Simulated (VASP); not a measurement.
Write the native input for VASP 6.6.1 that does the following.

```yaml
Task: relaxation of cell and atoms
Functional: PBE
Potentials_or_basis: VASP PAW PBE potentials, release 64 (Pt, S)
Cutoff: 600 eV
k_mesh: 4 × 2 × 4
Occupations: gaussian, width 0.1 eV
Spin: no spin polarisation
Dipole_correction: no
Further_INCAR_settings: ALGO = Normal; EDIFF = 1e-07; IBRION = 2; EDIFFG = -0.04; NSW = 90; ISIF = 3
```

The structure of PtS2 lies in POSCAR:

```
PtS2
1.0
    4.4488704100      0.0000000000      0.0000000000
    0.0000000000      8.0910682300      0.0000000000
    0.0000000000      0.0000000000      4.1977380200
Pt S
2 4
Direct
    0.5000000000      0.0000000000      0.5000000000
    0.0000000000      0.5000000000      0.5000000000
    0.3520536000      0.2691476100      0.5000000000
    0.6479464000      0.7308523900      0.5000000000
    0.8520536000      0.2308523900      0.5000000000
    0.1479464000      0.7691476100      0.5000000000
```

The cell was generated, and may not be a known phase.

One way to write it, as run:

INCAR

```
  PREC = Accurate
  ENCUT = 600
  EDIFF = 1E-7
  ISMEAR = 0
  SIGMA = 0.1
  LREAL = F
  LASPH = T
  NELM = 60
  ALGO = Normal
  ISIF = 3
  LWAVE = F
  LCHARG = F
  GGA = PE
  IBRION = 2
  NSW = 90
  EDIFFG = -0.04
```

KPOINTS

```
regular mesh
0
Gamma
  4 2 4
```

Potentials or basis: VASP PAW PBE potentials, release 64 (Pt, S).

Command:

```sh
$ cat potpaw_PBE.64/Pt/POTCAR potpaw_PBE.64/S/POTCAR > POTCAR
$ mpirun -np 1 vasp_std > vasp.out
```

Results of the run:

```
Relaxed volume                        : 17.28 Å³/atom
Relaxed cell                          : a = 5.744 Å, b = 6.687 Å, c = 2.700 Å, α = 90.00°, β = 90.00°, γ = 90.00°
Space group after relaxing (to 0.1 Å) : Pbam (No. 55)
Energy gained by relaxing             : 587.2 meV/atom
Ionic steps                           : 67
Pressure after relaxing               : -0.1 GPa
Largest force after relaxing          : 0.018 eV/Å
Band gap on the k mesh                : zero (bands 22 and 23 overlap by 2.61 eV)
```

Caveat: the k points lie up to 0.58 Å⁻¹ apart in the final cell, too coarse for converged energies and pressures of a metal; the volume moved by over 15 % at a fixed basis, so the end points are rough; spin-orbit coupling is left out, which moves the levels of the heavy elements.

Run time: 40 min on 1 thread of AMD EPYC 9R45 96-Core Processor (Zen 5) (shared host), peak memory 0.34 GiB.
